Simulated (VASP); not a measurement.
Write the native input for VASP 6.6.1 that does the following.

* Task: electric field gradients
* Functional: PBE
* Potentials or basis: VASP PAW PBE potentials, release 64 (Mg)
* Cutoff: 520 eV
* k mesh: 16 × 16 × 16
* Occupations: fermi-dirac, width 0.05 eV
* Spin: no spin polarisation
* Dipole correction: no
* Further INCAR settings: ALGO = Normal; EDIFF = 1e-08; NBANDS = 7

The structure of Mg lies in POSCAR:

```
Mg
1.0
   -1.4765000000      1.4765000000      1.4912650000
    1.4765000000     -1.4765000000      1.4912650000
    1.4765000000      1.4765000000     -1.4912650000
Mg
1
Direct
    0.0000000000      0.0000000000      0.0000000000
```

This isn't the form of Mg at room conditions, which is hcp.

This cell differs from its parent crystal: zz strain of +1 %.

These files were run (other wordings do the same):

INCAR

```
PREC     = Accurate       # precision mode
ENCUT    = 520            # plane-wave cutoff, eV
EDIFF    = 1E-8           # SCF threshold, eV
ISMEAR   = -1             # smearing method
SIGMA    = 0.05           # smearing width, eV
LREAL    = False          # projectors in reciprocal space
LASPH    = True           # aspherical terms in the spheres
NELM     = 100            # most SCF steps
ALGO     = Normal         # electronic algorithm
ISIF     = 2              # what is computed and relaxed
LWAVE    = False          # write WAVECAR
LCHARG   = False          # write CHGCAR
GGA      = PE             # functional
LEFG     = True         
NBANDS   = 7              # bands
```

KPOINTS

```
Automatic mesh
0
Gamma
  16 16 16
```

Potentials or basis: VASP PAW PBE potentials, release 64 (Mg).

Command:

```sh
$ cat potpaw_PBE.64/Mg/POTCAR > POTCAR
$ mpirun -np 1 vasp_std > vasp.out
```

Results of the run:

```yaml
Pressure: 61.1 GPa
Band_gap_on_the_k_mesh: zero (bands 1 and 2 overlap by 4.78 eV)
Largest_electric_field_gradient_by_atom: Mg +0.6 V/Å²
```

Caveat: the cell differs from its parent crystal (zz strain of +1 %); the cell stands under pressure; without QUAD_EFG the Cq values of the log hold for a quadrupole moment of 1 mb, not for the nuclei.

Wall time 20 s on 1 thread of Intel(R) Xeon(R) Platinum 8375C CPU @ 2.90GHz (Ice Lake) (shared host), peak memory 0.15 GiB.
